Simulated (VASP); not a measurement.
# Ge (Fd-3m) in VASP: notebook

Runs on Ge. Level: r2SCAN. Tasks: single point, relaxation of volume and atoms at fixed shape.

Program: VASP 6.6.1. These are calculated values, not measurements. Logs are shortened: lines on timing, memory, paths and dates and some standing lists are left out, and cuts for length are marked.

**The experiment to reproduce.**

“Electronic and optical properties of SixGe1-x-ySny alloys lattice-matched to Ge”, 2021, arxiv:2109.02782 reports, for a bulk crystal of Ge at 300 K: band gap 0.807 eV (direct).

How close the calculation comes is told below.

## (1) The cell of the first run

It takes space group Fd-3m (No. 227, cubic). The conventional cell has a = 5.672 Å, b = 5.672 Å, c = 5.672 Å, α = 90.00°, β = 90.00°, γ = 90.00°. Ge (site symmetry -43m) has 4 Ge at 2.46 Å within 3.2 Å.

## (2) Single point, r2SCAN

The input, POSCAR:

```
Ge
1.0
    4.0105443693      0.0000000000      0.0000000000
    2.0052721846      3.4732333068      0.0000000000
    2.0052721846      1.1577444356      3.2745957652
Ge
2
Direct
    0.0000000000      0.0000000000      0.0000000000
    0.2500000000      0.2500000000      0.2500000000
```

The input, INCAR.step1:

```
SYSTEM = Ge
  PREC = Accurate
  ENCUT = 520
  ISMEAR = -1
  SIGMA = 0.02
  LREAL = .FALSE.
  LASPH = .TRUE.
  NELM = 60
  NBANDS = 21
  GGA = PE
  ALGO = Normal
  EDIFF = 1E-4
  LWAVE = .TRUE.
  LCHARG = .FALSE.
```

The input, INCAR.step2:

```
SYSTEM = Ge
  PREC = Accurate
  ENCUT = 520
  EDIFF = 1E-7
  ISMEAR = -1
  SIGMA = 0.02
  LREAL = .FALSE.
  LASPH = .TRUE.
  NELM = 60
  ALGO = Normal
  ISIF = 2
  LWAVE = .FALSE.
  LCHARG = .TRUE.
  METAGGA = R2SCAN
  LMIXTAU = .TRUE.
  LELF = .TRUE.
  LVHAR = .TRUE.
  NBANDS = 21
  ISTART = 1
```

The input, KPOINTS:

```
Automatic mesh
0
G
  6 6 6
  0 0 0
```

Potentials or basis: VASP PAW PBE potentials, release 64 (Ge_d).

Command:

```console
$ cat potpaw_PBE.64/Ge_d/POTCAR > POTCAR
$ cp INCAR.step1 INCAR
$ mpirun -np 1 vasp_std > vasp.out
$ cp INCAR.step2 INCAR
$ mpirun -np 1 vasp_std > vasp.out
```

OUTCAR:

```text
SYSTEM = Ge
   PREC = Accurate
   ENCUT = 520
   EDIFF = 1E-7
   ISMEAR = -1
   LREAL = .FALSE.
   LASPH = .TRUE.
   NELM = 60
   ISIF = 2
   METAGGA = R2SCAN
   ISTART = 1

 ion  position               nearest neighbor table
   1  0.000  0.000  0.000-   2 2.46   2 2.46   2 2.46   2 2.46
   2  0.250  0.250  0.250-   1 2.46   1 2.46   1 2.46   1 2.46

  LATTYP: Found a face centered cubic cell.
 ALAT       =     5.6717662395

  Lattice vectors:

 A1 = (   4.0105443693,   0.0000000000,   0.0000000000)
 A2 = (   2.0052721846,   3.4732333068,   0.0000000000)
 A3 = (   2.0052721846,   1.1577444356,   3.2745957652)

Analysis of symmetry for initial positions (statically):
=====================================================================
 Subroutine PRICEL returns:
 Original cell was already a primitive cell.

 Routine SETGRP: Setting up the symmetry group for a
 face centered cubic supercell.

 Subroutine GETGRP returns: Found 48 space group operations
 (whereof 24 operations were pure point group operations)
 out of a pool of 48 trial point group operations.

The static configuration has the point symmetry T_d .
 The point group associated with its full space group is O_h .

Analysis of symmetry for dynamics (positions and initial velocities):
=====================================================================
 Subroutine PRICEL returns:
 Original cell was already a primitive cell.

 Routine SETGRP: Setting up the symmetry group for a
 face centered cubic supercell.

 Subroutine GETGRP returns: Found 48 space group operations
 (whereof 24 operations were pure point group operations)
 out of a pool of 48 trial point group operations.

The dynamic configuration has the point symmetry T_d .
 The point group associated with its full space group is O_h .

 Subroutine INISYM returns: Found 48 space group operations
 (whereof 24 operations are pure point group operations),
 and found     1 'primitive' translations

----------------------------------------------------------------------------------------

                                     Primitive cell

  volume of cell :      45.6137

  direct lattice vectors                    reciprocal lattice vectors
     4.010544369  0.000000000  0.000000000     0.249342710 -0.143958081 -0.101793735
     2.005272185  3.473233307  0.000000000     0.000000000  0.287916161 -0.101793735
     2.005272185  1.157744436  3.274595765     0.000000000  0.000000000  0.305381205

  length of vectors
     4.010544369  4.010544369  4.010544369     0.305381205  0.305381205  0.305381205

  position of ions in fractional coordinates (direct lattice)
     0.000000000  0.000000000  0.000000000
     0.250000000  0.250000000  0.250000000

  ion indices of the primitive-cell ions
   primitive index   ion index
                 1           1
                 2           2

----------------------------------------------------------------------------------------

 KPOINTS: Automatic mesh

Automatic generation of k-mesh.
 Grid dimensions read from file:
 generate k-points for:    6    6    6

 Generating k-lattice:

  Cartesian coordinates                     Fractional coordinates (reciprocal lattice)
     0.041557118 -0.023993013 -0.016965622     0.166666667 -0.000000000 -0.000000000
     0.000000000  0.047986027 -0.016965622     0.000000000  0.166666667  0.000000000
     0.000000000  0.000000000  0.050896867     0.000000000  0.000000000  0.166666667

  Length of vectors
     0.050896867  0.050896867  0.050896867

  Shift w.r.t. Gamma in fractional coordinates (k-lattice)
     0.000000000  0.000000000  0.000000000

 Subroutine IBZKPT returns following result:
 ===========================================

 Found     16 irreducible k-points:

 Following reciprocal coordinates:
            Coordinates               Weight
  0.000000  0.000000  0.000000      1.000000
  0.166667  0.000000  0.000000      8.000000
  0.333333 -0.000000  0.000000      8.000000
  0.500000 -0.000000 -0.000000      4.000000
  0.166667  0.166667  0.000000      6.000000
  0.333333  0.166667  0.000000     24.000000
[... 8 lines left out ...]
 -0.333333  0.333333  0.166667     24.000000
 -0.333333  0.500000  0.166667     12.000000
   k-points           NKPTS =     16   k-points in BZ     NKDIM =     16   number of bands    NBANDS=     21
   number of dos      NEDOS =    301   number of ions     NIONS =      2
   total plane-waves  NPLWV =  27000
   dimension x,y,z NGX =    30 NGY =   30 NGZ =   30
   dimension x,y,z NGXF=    60 NGYF=   60 NGZF=   60
   ions per type =               2
   NGX,Y,Z   is equivalent  to a cutoff of  12.44, 12.44, 12.44 a.u.
   NGXF,Y,Z  is equivalent  to a cutoff of  24.87, 24.87, 24.87 a.u.
 SYSTEM =  Ge
   PREC   = accura    normal or accurate (medium, high low for compatibility)
   ISTART =      1    job   : 0-new  1-cont  2-samecut
   ICHARG =      0    charge: 1-file 2-atom 10-const
   ISPIN  =      1    spin polarized calculation?
   LNONCOLLINEAR =      F non collinear calculations
   LSORBIT =      F    spin-orbit coupling
   LASPH  =      T    aspherical Exc in radial PAW
   ENCUT  =  520.0 eV  38.22 Ry    6.18 a.u.   7.46  7.46  7.46*2*pi/ulx,y,z
   NELM   =     60;   NELMIN=  2; NELMDL=  0     # of ELM steps
   EDIFF  = 0.1E-06   stopping-criterion for ELM
   LREAL  =      F    real-space projection
   EDIFFG = 0.1E-05   stopping-criterion for IOM
   NSW    =      0    number of steps for IOM
   IBRION =     -1    ionic relax: 0-MD 1-quasi-New 2-CG
   NFREE  =      0    steps in history (QN), initial steepest desc. (CG)
   ISIF   =      2    stress and relaxation
   ISYM   =      2    0-nonsym 1-usesym 2-fastsym
   POTIM  = 0.5000    time-step for ionic-motion
   TEBEG  =    0.0;   TEEND  =   0.0 temperature during run
   PSTRESS=    0.0 pullay stress
   NELECT =      28.0000    total number of electrons
   NUPDOWN=      -1.0000    fix difference up-down
   EMIN   =  10.00;   EMAX   =-10.00  energy-range for DOS
   EFERMI =   0.00;   METHOD = LEGACY
   ISMEAR =    -1;   SIGMA  =   0.02  broadening in eV -4-tet -1-fermi 0-gaus
   EFERMI_NEDOS =   21; number of points for ismear=-14 and -15
   IALGO  =     38    algorithm
   IMIX   =      4    mixing-type and parameters
     AMIX     =   0.40;   BMIX     =  1.00
     AMIX_MAG =   1.60;   BMIX_MAG =  1.00
  volume/ion in A,a.u.               =      22.81       153.91
  Fermi-wavevector in a.u.,A,eV,Ry     =   1.391327  2.629227 26.338029  1.935791
  Thomas-Fermi vector in A             =   2.515177
   LORBIT       =      0    0 simple, 1 ext, 2 COOP (PROOUT), +10 PAW based schemes
   METAGGA = R2SCAN    functional components
   LHFCALC =     F    Hartree Fock is set to
   AEXX    =    0.0000 exact exchange contribution
   IVDW    =     0    specifies the selected vdW correction
   LEPSILON=     F    determine dielectric tensor
   LRPA    =     F    only Hartree local field effects (RPA)
 non-spin polarized calculation
  energy-cutoff  :      520.00
  volume of cell :       45.61
 maximum number of plane-waves:      1243
 NGX is ok and might be reduce to    30
   NGX = 15   NGY = 15   NGZ = 15

 number of electron      28.0000016 magnetization

 Free energy of the ion-electron system (eV)
  ---------------------------------------------------
  ext. energy  EPLUGINS =         0.00000000
  ---------------------------------------------------
  free energy    TOTEN  =       -27.70516619 eV

  energy without entropy =      -27.70516472  energy(sigma->0) =      -27.70516546

 E-fermi :   4.9137     XC(G=0): -10.7761

 val. band max:        4.7361585833   @ k =   0.0000   0.0000   0.0000
 cond. band min:       5.0704471196   @ k =   0.0000   0.0000   0.0000
 fundamental gap:      0.3342885363
 Fermi energy:         4.9136764517

 k-point     1 :       0.0000    0.0000    0.0000
  band No.  band energies     occupation
      1     -20.7478      2.00000
      2     -20.7478      2.00000
      3     -20.7478      2.00000
      4     -20.7092      2.00000
      5     -20.7092      2.00000
      6     -20.4956      2.00000
[... 13 lines left out ...]
     20      14.6480      0.00000
     21      14.6480      0.00000

 k-point     2 :       0.1667    0.0000    0.0000
  band No.  band energies     occupation
      1     -20.7599      2.00000
      2     -20.7599      2.00000
      3     -20.7435      2.00000
      4     -20.6912      2.00000
      5     -20.6912      2.00000
      6     -20.5105      2.00000
[... 13 lines left out ...]
     20      13.5448      0.00000
     21      13.5448      0.00000

 k-point     3 :       0.3333   -0.0000    0.0000
  band No.  band energies     occupation
      1     -20.7703      2.00000
      2     -20.7703      2.00000
      3     -20.7346      2.00000
      4     -20.6715      2.00000
      5     -20.6715      2.00000
      6     -20.5237      2.00000
[... 13 lines left out ...]
     20      14.1984      0.00000
     21      14.1984      0.00000

 k-point     4 :       0.5000   -0.0000   -0.0000
  band No.  band energies     occupation
      1     -20.7727      2.00000
      2     -20.7727      2.00000
      3     -20.7300      2.00000
      4     -20.6660      2.00000
      5     -20.6660      2.00000
      6     -20.5262      2.00000
[... 13 lines left out ...]
     20      16.5367      0.00000
     21      16.5738      0.00000

 k-point     5 :       0.1667    0.1667    0.0000
  band No.  band energies     occupation
      1     -20.7575      2.00000
      2     -20.7575      2.00000
      3     -20.7570      2.00000
      4     -20.6928      2.00000
      5     -20.6708      2.00000
      6     -20.5462      2.00000
[... 13 lines left out ...]
     20      13.7461      0.00000
     21      15.1429      0.00000
[... 190 lines left out ...]
     20      17.0027      0.00000
     21      18.2061      0.00000

 k-point    14 :       0.5000    0.3333    0.1667
  band No.  band energies     occupation
      1     -20.7879      2.00000
      2     -20.7849      2.00000
      3     -20.7078      2.00000
      4     -20.6502      2.00000
      5     -20.6151      2.00000
      6     -20.6001      2.00000
[... 13 lines left out ...]
     20      15.2239      0.00000
     21      17.7993      0.00000

 k-point    15 :      -0.3333    0.3333    0.1667
  band No.  band energies     occupation
      1     -20.7983      2.00000
      2     -20.7877      2.00000
      3     -20.6852      2.00000
      4     -20.6319      2.00000
      5     -20.6086      2.00000
      6     -20.6018      2.00000
[... 13 lines left out ...]
     20      17.1695      0.00000
     21      17.2809      0.00000

 k-point    16 :      -0.3333    0.5000    0.1667
  band No.  band energies     occupation
      1     -20.7935      2.00000
      2     -20.7935      2.00000
      3     -20.6643      2.00000
      4     -20.6643      2.00000
      5     -20.5940      2.00000
      6     -20.5940      2.00000
[... 13 lines left out ...]
     20      16.3639      0.00000
     21      18.3596      0.00000

------------------------ aborting loop because EDIFF is reached ----------------------------------------

  FORCE on cell =-STRESS in cart. coord.  units (eV):
  Direction    XX          YY          ZZ          XY          YZ          ZX
  --------------------------------------------------------------------------------------
  -------------------------------------------------------------------------------------
  Total        0.0108011      0.0108011      0.0108011     -0.0000000     -0.0000000     -0.0000000
  in kB        0.3793896      0.3793896      0.3793896     -0.0000000     -0.0000000     -0.0000000
  external PRESSURE =       0.3793896 kB  Pullay stress =       0.0000000 kB

 VOLUME and BASIS-vectors are now :
 -----------------------------------------------------------------------------
  energy-cutoff  :      520.00
  volume of cell :       45.61
      direct lattice vectors                 reciprocal lattice vectors
     4.010544369  0.000000000  0.000000000     0.249342710 -0.143958081 -0.101793735
     2.005272185  3.473233307  0.000000000     0.000000000  0.287916161 -0.101793735
     2.005272185  1.157744436  3.274595765     0.000000000  0.000000000  0.305381205

 POSITION                                       TOTAL-FORCE (eV/Angst)
 -----------------------------------------------------------------------------------
      0.00000      0.00000      0.00000        -0.000000      0.000000      0.000000
      2.00527      1.15774      0.81865         0.000000     -0.000000     -0.000000
 -----------------------------------------------------------------------------------
    total drift:                                0.000000      0.000000      0.000000

  FREE ENERGIE OF THE ION-ELECTRON SYSTEM (eV)
  ---------------------------------------------------
  free  energy   TOTEN  =       -27.7051661907 eV

  energy  without entropy=      -27.7051647226  energy(sigma->0) =      -27.70516546
```

Wall time 38 s (1 thread of AMD EPYC 9R45 (Zen 5), shared host); peak memory 0.14 GiB.

Results:

```
Free energy            : -27.7052 eV
Pressure               : 0.0 GPa
Band gap on the k mesh : 0.33 eV, direct
```

Levels at points of the mesh, in eV from the valence-band top:
| k point | band 10 | band 11 | band 12 | band 13 | band 14 | band 15 | band 16 | band 17 | band 18 | band 19 |
| --- | --- | --- | --- | --- | --- | --- | --- | --- | --- | --- |
| (0.00, 0.00, 0.00) | -25.21 | -13.25 | 0.00 | 0.00 | 0.00 | 0.33 | 2.71 | 2.71 | 2.71 | 7.04 |
| (0.50, 0.00, 0.00) | -25.19 | -11.07 | -7.83 | -1.47 | -1.47 | 0.42 | 3.99 | 3.99 | 7.64 | 11.15 |
| (0.50, 0.50, 0.00) | -25.18 | -9.19 | -9.19 | -3.20 | -3.20 | 0.98 | 0.98 | 10.04 | 10.04 | 12.27 |

Caveat: the PAW data sets were made with another functional, which shifts forces and pressure a little.

## (3) Relaxation of volume and atoms at fixed shape, r2SCAN

This run uses another cell than the first one, of 22.64 Å³/atom, 0.993 times its volume.

The input, POSCAR:

```
Ge
1.0
    4.0006830000      0.0000000000      0.0000000000
    2.0003415000      3.4646931105      0.0000000000
    2.0003415000      1.1548977035      3.2665439909
Ge
2
Direct
    0.0000000000      0.0000000000      0.0000000000
    0.2500000000      0.2500000000      0.2500000000
```

The input, INCAR.step1:

```
  ALGO = Normal
  EDIFF = 1E-4
  ENCUT = 600
  GGA = PE
  ISMEAR = -1
  LASPH = True
  LCHARG = False
  LREAL = False
  LWAVE = True
  NELM = 60
  PREC = Accurate
  SIGMA = 0.02
```

The input, INCAR.step2:

```
  ALGO = Normal
  EDIFF = 1E-6
  EDIFFG = -0.01
  ENCUT = 600
  IBRION = 2
  ISIF = 8
  ISMEAR = -1
  ISTART = 1
  LASPH = True
  LCHARG = False
  LMIXTAU = True
  LREAL = False
  LWAVE = False
  METAGGA = R2SCAN
  NELM = 60
  NSW = 60
  PREC = Accurate
  SIGMA = 0.02
```

The input, KPOINTS:

```
k-points
0
Gamma
  6 6 6
```

Potentials or basis: VASP PAW PBE potentials, release 64 (Ge_d).

Command:

```console
$ cat potpaw_PBE.64/Ge_d/POTCAR > POTCAR
$ cp INCAR.step1 INCAR
$ mpirun -np 1 vasp_std > vasp.out
$ cp INCAR.step2 INCAR
$ mpirun -np 1 vasp_std > vasp.out
```

It took 72 s on 1 thread of AMD EPYC 9R45 (Zen 5), shared host; peak memory 0.16 GiB.

Results (log left out):

- Free energy: -27.7065 eV
- Relaxed volume: 22.83 Å³/atom
- Relaxed cell: a = 4.012 Å, b = 4.012 Å, c = 4.012 Å, α = 60.00°, β = 60.00°, γ = 60.00°
- Space group after relaxing (to 0.05 Å): Fd-3m (No. 227)
- Energy gained by relaxing: 0.4 meV/atom
- Ionic steps: 3
- Pressure after relaxing: 0.0 GPa
- Band gap on the k mesh: 0.33 eV, direct

The path:
```tsv
step	energy change (eV)	largest force (eV/Å)	pressure (GPa)	volume (Å³)
1	0.0000	0.0000	0.68	45.28
2	-0.0005	0.0000	-0.29	45.91
3	-0.0008	0.0000	0.01	45.66
```

Final structure:
```yaml
crystal:
  lattice:
    - [4.01185, 0.00000, 0.00000]
    - [2.00592, 3.47436, 0.00000]
    - [2.00592, 1.15812, 3.27566]
  atoms:
    - { symbol: Ge, position: [0.00000, 0.00000, 0.00000] }
    - { symbol: Ge, position: [0.25000, 0.25000, 0.25000] }
```

Levels at points of the mesh, in eV from the valence-band top:
| k point | band 10 | band 11 | band 12 | band 13 | band 14 | band 15 | band 16 | band 17 | band 18 |
| --- | --- | --- | --- | --- | --- | --- | --- | --- | --- |
| (0.00, 0.00, 0.00) | -25.21 | -13.24 | 0.00 | 0.00 | 0.00 | 0.33 | 2.71 | 2.71 | 2.71 |
| (0.50, 0.00, 0.00) | -25.19 | -11.06 | -7.83 | -1.47 | -1.47 | 0.42 | 3.99 | 3.99 | 7.64 |
| (0.50, 0.50, 0.00) | -25.17 | -9.18 | -9.18 | -3.20 | -3.20 | 0.98 | 0.98 | 10.03 | 10.03 |

Caveat: the PAW data sets were made with another functional, which shifts forces and pressure a little.

## (4) How close it comes

Step 2. Measured gap of Ge: 0.807 eV (direct; 300 K; “Electronic and optical properties of SixGe1-x-ySny alloys lattice-matched to Ge”, 2021, arxiv:2109.02782). This calculation gives 0.33 eV (-0.47 eV). 3 values of this kind are on record (0.666 to 0.807 eV); this one was drawn at random among those near their median. Spin-orbit coupling on Ge is left out. The value is that of r2SCAN on a finite k mesh, which can miss the band edges, without temperature or zero-point motion.
